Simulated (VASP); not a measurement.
Ge: single point with PBEsol

Ge:

```xyz
2
Lattice="0.0000 2.7800 2.7800 2.7800 0.0000 2.7800 2.7800 2.7800 0.0000" Properties=species:S:1:pos:R:3 pbc="T T T"
Ge    0.0000    0.0000    0.0000
Ge    1.3900    1.3900    1.3900
```

This cell differs from its parent crystal: volume scaled by 0.94.

| Property | Result |
| --- | --- |
| Program | VASP 6.6.1 |
| Task | single point |
| Functional | PBEsol |
| Potentials or basis | VASP PAW PBE potentials, release 64 (Ge_d) |
| Cutoff | 520 eV |
| k mesh | 14 × 14 × 14 |
| Occupations | gaussian, width 0.1 eV |
| Spin | no spin polarisation |

```json
{
  "Pressure": "4.7 GPa",
  "Band gap on the k mesh": "0.29 eV, indirect (least direct gap 0.48 eV)"
}
```

Levels at points of the mesh, in eV from the valence-band top:
| k point | band 10 | band 11 | band 12 | band 13 | band 14 | band 15 | band 16 | band 17 | band 18 | band 19 |
| --- | --- | --- | --- | --- | --- | --- | --- | --- | --- | --- |
| (0.00, 0.00, 0.00) | -24.54 | -13.21 | 0.00 | 0.00 | 0.00 | 0.48 | 2.55 | 2.55 | 2.55 | 6.35 |
| (0.50, 0.00, 0.00) | -24.51 | -10.98 | -7.88 | -1.49 | -1.49 | 0.29 | 3.74 | 3.74 | 6.98 | 10.78 |
| (0.50, 0.50, 0.00) | -24.50 | -9.11 | -9.11 | -3.28 | -3.28 | 0.59 | 0.59 | 9.93 | 9.93 | 12.05 |

It took 63 s on 1 thread of AMD EPYC 7R43 64-Core Processor (Zen 3) (shared host), peak memory 0.18 GiB.

Caveat: the PAW data sets were made with another functional, which shifts forces and pressure a little. A k mesh can miss the band edges.
